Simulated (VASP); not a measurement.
# SnSe2 (P-3m1) in VASP: single point with PBEsol

Aim: the single point of SnSe2 with PBEsol.

Program: VASP 6.6.1. These are calculated values, not measurements. Logs are shortened: lines on timing, memory, paths and dates and some standing lists are left out, and cuts for length are marked.

## Step 1: The cell of the first run

It takes space group P-3m1 (No. 164, trigonal). The conventional cell has a = 3.811 Å, b = 3.811 Å, c = 6.137 Å, α = 90.00°, β = 90.00°, γ = 120.00°. Within 3.5 Å of Sn (site symmetry -3m) lie 6 Se at 2.68 Å. Within 3.5 Å of Se (site symmetry 3m) lie 3 Sn at 2.68 Å.

## Step 2: Single point, PBEsol

INCAR reads:

```
SYSTEM = SnSe2
  ALGO = Normal
  EDIFF = 1E-6
  ENCUT = 520
  GGA = PS
  ISIF = 2
  ISMEAR = 0
  LASPH = .True.
  LCHARG = .False.
  LREAL = .False.
  LWAVE = .False.
  NBANDS = 20
  NELM = 100
  PREC = Accurate
  SIGMA = 0.05
```

KPOINTS reads:

```
k-points
0
Gamma
  6 6 4
  0 0 0
```

POSCAR reads:

```
SnSe2
1.0
    3.8109987816      0.0000000000      0.0000000000
   -1.9054993908      3.3004217586      0.0000000000
    0.0000000000      0.0000000000      6.1370000000
Sn Se
1 2
Direct
    0.0000000000      0.0000000000      0.0000000000
    0.3333333333      0.6666666667      0.2500000000
    0.6666666667      0.3333333333      0.7500000000
```

Potentials or basis: VASP PAW PBE potentials, release 64 (Sn_d, Se).

On the command line:

```
$ cat potpaw_PBE.64/Sn_d/POTCAR potpaw_PBE.64/Se/POTCAR > POTCAR
$ mpirun -np 1 vasp_std > vasp.out
```

OUTCAR:

```text
SYSTEM = SnSe2
   EDIFF = 1E-6
   ENCUT = 520
   GGA = PS
   ISIF = 2
   ISMEAR = 0
   LASPH = .True.
   LREAL = .False.
   NELM = 100
   PREC = Accurate

 ion  position               nearest neighbor table
   1  0.000  0.000  0.000-   2 2.68   3 2.68   2 2.68   3 2.68   3 2.68   2 2.68
   2  0.333  0.667  0.250-   1 2.68   1 2.68   1 2.68
   3  0.667  0.333  0.750-   1 2.68   1 2.68   1 2.68

  LATTYP: Found a hexagonal cell.
 ALAT       =     3.8109987816
 C/A-ratio  =     1.6103390087

  Lattice vectors:

 A1 = (   3.8109987816,   0.0000000000,   0.0000000000)
 A2 = (  -1.9054993908,   3.3004217586,   0.0000000000)
 A3 = (   0.0000000000,   0.0000000000,   6.1370000000)

Analysis of symmetry for initial positions (statically):
=====================================================================
 Subroutine PRICEL returns:
 Original cell was already a primitive cell.

 Routine SETGRP: Setting up the symmetry group for a
 hexagonal supercell.

 Subroutine GETGRP returns: Found 12 space group operations
 (whereof 12 operations were pure point group operations)
 out of a pool of 24 trial point group operations.

The static configuration has the point symmetry D_3d.

Analysis of symmetry for dynamics (positions and initial velocities):
=====================================================================
 Subroutine PRICEL returns:
 Original cell was already a primitive cell.

 Routine SETGRP: Setting up the symmetry group for a
 hexagonal supercell.

 Subroutine GETGRP returns: Found 12 space group operations
 (whereof 12 operations were pure point group operations)
 out of a pool of 24 trial point group operations.

The dynamic configuration has the point symmetry D_3d.

 Subroutine INISYM returns: Found 12 space group operations
 (whereof 12 operations are pure point group operations),
 and found     1 'primitive' translations

----------------------------------------------------------------------------------------

                                     Primitive cell

  volume of cell :      77.1906

  direct lattice vectors                    reciprocal lattice vectors
     3.810998782  0.000000000  0.000000000     0.262398405  0.151495789  0.000000000
    -1.905499391  3.300421759  0.000000000     0.000000000  0.302991579  0.000000000
     0.000000000  0.000000000  6.137000000     0.000000000  0.000000000  0.162946065

  length of vectors
     3.810998782  3.810998782  6.137000000     0.302991579  0.302991579  0.162946065

  position of ions in fractional coordinates (direct lattice)
     0.000000000  0.000000000  0.000000000
     0.333333333  0.666666667  0.250000000
     0.666666667  0.333333333  0.750000000

  ion indices of the primitive-cell ions
   primitive index   ion index
                 1           1
                 2           2
                 3           3

----------------------------------------------------------------------------------------

 KPOINTS: k-points

Automatic generation of k-mesh.
 Grid dimensions read from file:
 generate k-points for:    6    6    4

 Generating k-lattice:

  Cartesian coordinates                     Fractional coordinates (reciprocal lattice)
     0.043733067  0.025249298  0.000000000     0.166666667 -0.000000000  0.000000000
     0.000000000  0.050498596  0.000000000     0.000000000  0.166666667  0.000000000
     0.000000000  0.000000000  0.040736516     0.000000000  0.000000000  0.250000000

  Length of vectors
     0.050498596  0.050498596  0.040736516

  Shift w.r.t. Gamma in fractional coordinates (k-lattice)
     0.000000000  0.000000000  0.000000000

 Subroutine IBZKPT returns following result:
 ===========================================

 Found     24 irreducible k-points:

 Following reciprocal coordinates:
            Coordinates               Weight
  0.000000  0.000000  0.000000      1.000000
  0.166667  0.000000  0.000000      6.000000
  0.333333 -0.000000  0.000000      6.000000
  0.500000  0.000000  0.000000      3.000000
  0.166667  0.166667  0.000000      6.000000
  0.333333  0.166667  0.000000     12.000000
[... 16 lines left out ...]
  0.333333  0.166667  0.500000     12.000000
  0.333333  0.333333  0.500000      2.000000
   k-points           NKPTS =     24   k-points in BZ     NKDIM =     24   number of bands    NBANDS=     20
   number of dos      NEDOS =    301   number of ions     NIONS =      3
   total plane-waves  NPLWV =  37632
   dimension x,y,z NGX =    28 NGY =   28 NGZ =   48
   dimension x,y,z NGXF=    56 NGYF=   56 NGZF=   96
   ions per type =               1   2
   NGX,Y,Z   is equivalent  to a cutoff of  12.21, 12.21, 13.00 a.u.
   NGXF,Y,Z  is equivalent  to a cutoff of  24.43, 24.43, 26.01 a.u.
 SYSTEM =  SnSe2
   PREC   = accura    normal or accurate (medium, high low for compatibility)
   ISTART =      0    job   : 0-new  1-cont  2-samecut
   ICHARG =      2    charge: 1-file 2-atom 10-const
   ISPIN  =      1    spin polarized calculation?
   LNONCOLLINEAR =      F non collinear calculations
   LSORBIT =      F    spin-orbit coupling
   LASPH  =      T    aspherical Exc in radial PAW
   ENCUT  =  520.0 eV  38.22 Ry    6.18 a.u.   7.09  7.09 11.41*2*pi/ulx,y,z
   NELM   =    100;   NELMIN=  2; NELMDL= -5     # of ELM steps
   EDIFF  = 0.1E-05   stopping-criterion for ELM
   LREAL  =      F    real-space projection
[... 7 lines left out ...]
   TEBEG  =    0.0;   TEEND  =   0.0 temperature during run
   PSTRESS=    0.0 pullay stress
   NELECT =      26.0000    total number of electrons
   NUPDOWN=      -1.0000    fix difference up-down
   EMIN   =  10.00;   EMAX   =-10.00  energy-range for DOS
   EFERMI =   0.00;   METHOD = LEGACY
   ISMEAR =     0;   SIGMA  =   0.05  broadening in eV -4-tet -1-fermi 0-gaus
   EFERMI_NEDOS =   21; number of points for ismear=-14 and -15
   IALGO  =     38    algorithm
   IMIX   =      4    mixing-type and parameters
     AMIX     =   0.40;   BMIX     =  1.00
     AMIX_MAG =   1.60;   BMIX_MAG =  1.00
  volume/ion in A,a.u.               =      25.73       173.64
  Fermi-wavevector in a.u.,A,eV,Ry     =   1.139054  2.152501 17.652812  1.297445
  Thomas-Fermi vector in A             =   2.275758
   LORBIT       =      0    0 simple, 1 ext, 2 COOP (PROOUT), +10 PAW based schemes
   GGA     = PS    functional components
   LHFCALC =     F    Hartree Fock is set to
   AEXX    =    0.0000 exact exchange contribution
   IVDW    =     0    specifies the selected vdW correction
   LEPSILON=     F    determine dielectric tensor
   LRPA    =     F    only Hartree local field effects (RPA)
 non-spin polarized calculation
 Gauss-broadening in eV      SIGMA  =   0.05
  energy-cutoff  :      520.00
  volume of cell :       77.19
 maximum number of plane-waves:      2109
   NGX = 15   NGY = 15   NGZ = 23

 number of electron      26.0000006 magnetization

 Free energy of the ion-electron system (eV)
  ---------------------------------------------------
  ext. energy  EPLUGINS =         0.00000000
  ---------------------------------------------------
  free energy    TOTEN  =       -12.94054326 eV

  energy without entropy =      -12.94054326  energy(sigma->0) =      -12.94054326

 E-fermi :   4.2998     XC(G=0):  -9.6415

 val. band max:        4.0503760247   @ k =   0.0000   0.0000   0.0000
 cond. band min:       4.7926054082   @ k =   0.5000   0.0000   0.2500
 fundamental gap:      0.7422293834
 Fermi energy:         4.2998479576

 k-point     1 :       0.0000    0.0000    0.0000
  band No.  band energies     occupation
      1     -17.1075      2.00000
      2     -17.1075      2.00000
      3     -17.0694      2.00000
      4     -17.0533      2.00000
      5     -17.0533      2.00000
      6      -9.9534      2.00000
[... 12 lines left out ...]
     19      12.9575      0.00000
     20      12.9575      0.00000

 k-point     2 :       0.1667    0.0000    0.0000
  band No.  band energies     occupation
      1     -17.1217      2.00000
      2     -17.0988      2.00000
      3     -17.0634      2.00000
      4     -17.0569      2.00000
      5     -17.0506      2.00000
      6      -9.6766      2.00000
[... 12 lines left out ...]
     19      12.2139      0.00000
     20      13.2148      0.00000

 k-point     3 :       0.3333   -0.0000    0.0000
  band No.  band energies     occupation
      1     -17.1532      2.00000
      2     -17.0892      2.00000
      3     -17.0720      2.00000
      4     -17.0404      2.00000
      5     -17.0374      2.00000
      6      -8.9339      2.00000
[... 12 lines left out ...]
     19      12.8868      0.00000
     20      13.7459      0.00000

 k-point     4 :       0.5000    0.0000    0.0000
  band No.  band energies     occupation
      1     -17.1696      2.00000
      2     -17.0878      2.00000
      3     -17.0768      2.00000
      4     -17.0309      2.00000
      5     -17.0273      2.00000
      6      -8.2814      2.00000
[... 12 lines left out ...]
     19      13.9284      0.00000
     20      14.6270      0.00000

 k-point     5 :       0.1667    0.1667    0.0000
  band No.  band energies     occupation
      1     -17.1382      2.00000
      2     -17.0974      2.00000
      3     -17.0634      2.00000
      4     -17.0553      2.00000
      5     -17.0379      2.00000
      6      -9.1606      2.00000
[... 12 lines left out ...]
     19      10.9491      0.00000
     20      14.1379      0.00000

 k-point     6 :       0.3333    0.1667    0.0000
  band No.  band energies     occupation
      1     -17.1540      2.00000
      2     -17.1006      2.00000
      3     -17.0675      2.00000
      4     -17.0412      2.00000
      5     -17.0297      2.00000
      6      -8.3590      2.00000
[... 12 lines left out ...]
     19      12.4828      0.00000
     20      13.9928      0.00000

 k-point     7 :       0.3333    0.3333    0.0000
  band No.  band energies     occupation
      1     -17.1296      2.00000
      2     -17.1296      2.00000
      3     -17.0497      2.00000
      4     -17.0497      2.00000
      5     -17.0353      2.00000
      6      -7.8114      2.00000
[... 12 lines left out ...]
     19      12.3720      0.00000
     20      12.3720      0.00000
[... 277 lines left out ...]
 k-point    20 :       0.3333   -0.0000    0.5000
  band No.  band energies     occupation
      1     -17.1534      2.00000
      2     -17.0893      2.00000
      3     -17.0720      2.00000
      4     -17.0402      2.00000
      5     -17.0374      2.00000
      6      -8.7844      2.00000
[... 12 lines left out ...]
     19      13.5950      0.00000
     20      13.7717      0.00000

 k-point    21 :       0.5000    0.0000    0.5000
  band No.  band energies     occupation
      1     -17.1698      2.00000
      2     -17.0879      2.00000
      3     -17.0769      2.00000
      4     -17.0308      2.00000
      5     -17.0273      2.00000
      6      -8.1828      2.00000
[... 12 lines left out ...]
     19      13.7342      0.00000
     20      14.6679      0.00000

 k-point    22 :       0.1667    0.1667    0.5000
  band No.  band energies     occupation
      1     -17.1384      2.00000
      2     -17.0974      2.00000
      3     -17.0635      2.00000
      4     -17.0552      2.00000
      5     -17.0379      2.00000
      6      -9.0015      2.00000
[... 12 lines left out ...]
     19      12.0135      0.00000
     20      13.1274      0.00000

 k-point    23 :       0.3333    0.1667    0.5000
  band No.  band energies     occupation
      1     -17.1542      2.00000
      2     -17.1007      2.00000
      3     -17.0676      2.00000
      4     -17.0412      2.00000
      5     -17.0296      2.00000
      6      -8.2500      2.00000
[... 12 lines left out ...]
     19      12.3559      0.00000
     20      13.6438      0.00000

 k-point    24 :       0.3333    0.3333    0.5000
  band No.  band energies     occupation
      1     -17.1298      2.00000
      2     -17.1298      2.00000
      3     -17.0497      2.00000
      4     -17.0497      2.00000
      5     -17.0351      2.00000
      6      -7.7966      2.00000
[... 12 lines left out ...]
     19      13.0114      0.00000
     20      13.0422      0.00000

------------------------ aborting loop because EDIFF is reached ----------------------------------------

  FORCE on cell =-STRESS in cart. coord.  units (eV):
  Direction    XX          YY          ZZ          XY          YZ          ZX
  --------------------------------------------------------------------------------------
  -------------------------------------------------------------------------------------
  Total        0.9201919      0.9201919      1.6461798     -0.0000000      0.0000000      0.0000000
  in kB       19.0996144     19.0996144     34.1683080     -0.0000000      0.0000000      0.0000000
  external PRESSURE =      24.1225122 kB  Pullay stress =       0.0000000 kB

 VOLUME and BASIS-vectors are now :
 -----------------------------------------------------------------------------
  energy-cutoff  :      520.00
  volume of cell :       77.19
      direct lattice vectors                 reciprocal lattice vectors
     3.810998782  0.000000000  0.000000000     0.262398405  0.151495789  0.000000000
    -1.905499391  3.300421759  0.000000000     0.000000000  0.302991579  0.000000000
     0.000000000  0.000000000  6.137000000     0.000000000  0.000000000  0.162946065

 POSITION                                       TOTAL-FORCE (eV/Angst)
 -----------------------------------------------------------------------------------
      0.00000      0.00000      0.00000        -0.000000      0.000000      0.000000
     -0.00000      2.20028      1.53425        -0.000000     -0.000000      0.547318
      1.90550      1.10014      4.60275         0.000000      0.000000     -0.547318
 -----------------------------------------------------------------------------------
    total drift:                               -0.000000     -0.000000     -0.000000

  FREE ENERGIE OF THE ION-ELECTRON SYSTEM (eV)
  ---------------------------------------------------
  free  energy   TOTEN  =       -12.9405432611 eV

  energy  without entropy=      -12.9405432611  energy(sigma->0) =      -12.94054326
```

It took 13 s on 1 thread of Intel Xeon 6975P-C (Granite Rapids), shared host; peak memory 0.2 GiB.

Results:

```
Free energy            : -12.9405 eV
Pressure               : 2.4 GPa
Largest force          : 0.547 eV/Å
Band gap on the k mesh : 0.74 eV, indirect (least direct gap 1.00 eV)
```

Forces on the atoms (eV/Å):
```
Sn   0.000  0.000  0.000
Se   0.000  0.000  0.547
Se   0.000  0.000 -0.547
```

Caveat: the PAW data sets were made with another functional, which shifts forces and pressure a little; spin-orbit coupling is left out, which moves the levels of the heavy elements; this functional lacks dispersion, which binds the layers, so the pressure and a relaxed spacing across them are unreliable. A k mesh can miss the band edges.
